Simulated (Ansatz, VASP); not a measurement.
# Ge in VASP and in Ansatz

INCAR

```
SYSTEM = Ge
PREC = Accurate ; ENCUT = 500
EDIFF = 1E-6 ; ISMEAR = -1
SIGMA = 0.0272 ; LREAL = .FALSE.
LASPH = .TRUE. ; NELM = 120
ALGO = Normal ; ISIF = 2
LWAVE = .FALSE. ; LCHARG = .TRUE.
GGA = PS ; LELF = .TRUE.
LVHAR = .TRUE. ; NBANDS = 21
GGA_COMPAT = .FALSE.
```

KPOINTS

```
regular mesh
0
G
  8 8 8
  0 0 0
```

POSCAR

```
Ge
1.0
    0.0000000000      2.8289100000      2.8289100000
    2.8289100000      0.0000000000      2.8289100000
    2.8289100000      2.8289100000      0.0000000000
Ge
2
Direct
    0.5000000000      0.5000000000      0.5000000000
    0.7500000000      0.7500000000      0.7500000000
```

Input for Ansatz:

```yaml
crystal:
  lattice:
    - [0.0, 2.82891, 2.82891]
    - [2.82891, 0.0, 2.82891]
    - [2.82891, 2.82891, 0.0]
  atoms:
    - { symbol: Ge, position: [0.5, 0.5, 0.5] }
    - { symbol: Ge, position: [0.75, 0.75, 0.75] }
kpoints:
  mp_grid: { grid: [8, 8, 8] }
scf:
  occupations: { method: fermi_dirac, width: 0.0272 }
hamiltonian:
  xc: pbesol
  pseudopotentials: { kind: all_electron, lapw: { basis_error: 0.001 } }
output:
  forces: true
  stress: true
  eigenvalues: true
  eigenstates:
    nscf_kmesh: { grid: [16, 16, 16] }
    de_dk: true
    e_range: [-14, 14]
  optics:
    e_range: [0, 20]
    de: 0.2
    sigma: 0.15
    bands: { spectra_wanted_up_to: 20 }
    nscf_kmesh: { grid: [16, 16, 16] }
    drude_damping: 0.136
checkpoint:
  write: ck
  write_wavefunctions: false
```

Alike in both runs: task single point; functional PBEsol; k mesh 8 × 8 × 8; occupations fermi-dirac, width 0.0272 eV; no spin polarisation.

|  | VASP | Ansatz |
| --- | --- | --- |
| version | VASP 6.6.1 | Ansatz 0.2.0 |
| potentials or method | VASP PAW PBE potentials, release 64 (Ge_d), cutoff 500 eV | all-electron LAPW, scalar-relativistic |

```tsv
	VASP	Ansatz	Ansatz less VASP
pressure (GPa)	0.5	0.6	+0.15
```

VASP's potentials were made for PBE, not for PBEsol. Ansatz ran all-electron here, and VASP with PAW potentials. Ansatz's warnings: optics on partly filled bands.
